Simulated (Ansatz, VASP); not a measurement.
One calculation of Si2F3, two programs

Contents of INCAR:

```
SYSTEM = Si2F3
ALGO = Normal
EDIFF = 1E-6
EDIFFG = -0.04
ENCUT = 600
GGA = PE
IBRION = 2
ISIF = 3
ISMEAR = 0
ISPIN = 2
LASPH = .True.
LCHARG = .False.
LORBIT = 11
LREAL = .False.
LWAVE = .False.
MAGMOM = 0 0 1 1 1
NELM = 150
NSW = 90
PREC = Accurate
SIGMA = 0.1
```

The input KPOINTS:

```
k-points
0
Gamma
  4 4 4
  0 0 0
```

The input POSCAR:

```
Si2F3
1.0
    4.2594769300      0.0000000000      0.0000000000
    0.0000000000      4.2594769300      0.0000000000
    0.0000000000      0.0000000000      4.2594769300
Si F
2 3
Direct
    0.0000000000      0.0000000000      0.0000000000
    0.5000000000      0.5000000000      0.5000000000
    0.0000000000      0.5000000000      0.5000000000
    0.5000000000      0.0000000000      0.5000000000
    0.5000000000      0.5000000000      0.0000000000
```

Input for Ansatz:

```yaml
crystal:
  lattice:
    - [4.25947693, 0.0, 0.0]
    - [0.0, 4.25947693, 0.0]
    - [0.0, 0.0, 4.25947693]
  atoms:
    - { symbol: Si, position: [0.0, 0.0, 0.0] }
    - { symbol: Si, position: [0.5, 0.5, 0.5] }
    - { symbol: F, position: [0.0, 0.5, 0.5], spin: 1.0 }
    - { symbol: F, position: [0.5, 0.0, 0.5], spin: 1.0 }
    - { symbol: F, position: [0.5, 0.5, 0.0], spin: 1.0 }
basis:
  ecutwfc: 420
kpoints:
  mp_grid: { grid: [4, 4, 4] }
hamiltonian:
  xc: pbe
scf:
  occupations: { method: gaussian, width: 0.1 }
  lower_state_search: "off"
output:
  forces: true
  stress: true
  eigenvalues: true
  populations: true
magnetization:
  spin_polarized: true
relax:
  adjacent_minimum: "off"
  f_tol: 0.04
  max_steps: 70
  cell: { stress_tol: 0.4 }
```

Alike in both runs: task relaxation of cell and atoms; functional PBE; k mesh 4 × 4 × 4; occupations gaussian, width 0.1 eV; collinear spin.

|  | VASP | Ansatz |
| --- | --- | --- |
| version | VASP 6.6.1 | Ansatz 0.2.0 |
| potentials or method | VASP PAW PBE potentials, release 64 (Si, F), cutoff 600 eV | scalar-relativistic, plane waves, PAW |
| valence electrons in the cell | 29 | 29 |

VASP gave:

| Property | Result |
| --- | --- |
| gap on the k mesh at the Fermi level, each at its own relaxed structure (eV) | none |
| net moment per atom (μB) | 0.24 |
| size of the moment on the site where the two differ most (μB) | 0.36 |
| relaxed volume (Å³/atom) | 15.25 |
| relaxed cell length with the largest relative difference (Å) | 4.241 |

Problem. Which values does Ansatz return?

Solution. gap on the k mesh at the Fermi level, each at its own relaxed structure (eV): none; net moment per atom (μB): 0.24; size of the moment on the site where the two differ most (μB): 0.63; relaxed volume (Å³/atom): 15.34; relaxed cell length with the largest relative difference (Å): 4.249.

Site moments also hang on the region over which each program counts them. A gap of «none» marks a metal or a gap that the smearing closes.

The k mesh is coarse, so the values compare programs but aren't converged.
